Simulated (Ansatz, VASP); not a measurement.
# SiC in VASP and in Ansatz

```
CELL_PARAMETERS angstrom
3.11648 0.00000 0.00000
-1.55824 2.69895 0.00000
0.00000 0.00000 5.11443
ATOMIC_POSITIONS crystal
Si 0.66667 0.33333 0.50000
Si 0.33333 0.66667 0.00000
C 0.66667 0.33333 0.88500
C 0.33333 0.66667 0.38500
```

Alike in both runs: task single point; functional revPBE; dispersion D3(BJ); k mesh 10 × 10 × 5; occupations fermi-dirac, width 0.05 eV; no spin polarisation.

|  | VASP | Ansatz |
| --- | --- | --- |
| version | VASP 6.6.1 | Ansatz 0.2.0 |
| potentials or method | VASP PAW PBE potentials, release 64 (Si, C) | Ansatz PAW |
| plane-wave cutoff (eV) | 520 | 420 |
| valence electrons in the cell | 16 | 16 |

|  | VASP | Ansatz | Ansatz less VASP |
| --- | --- | --- | --- |
| gap on the k mesh at the Fermi level (eV) | 2.55 | 2.55 | +0.003 |
| least direct gap on the mesh (eV) | 4.02 | 4.03 | +0.011 |
| pressure (GPa) | -11.3 | -11.0 | +0.35 |
| traceless stress, the component that is largest in VASP (GPa) | -2.22 | -2.24 | -0.017 |
| rms of the force components (eV/Å) | 0.405 | 0.406 | +0.0008 |

VASP's potentials were made for PBE, not for revPBE. Atom by atom the forces differ by 0.001 eV/Å (rms over components).

Noted on Ansatz's run: odd divisions of the mesh miss points on the zone boundary, where band edges often lie, so the gap on the mesh can be too wide.
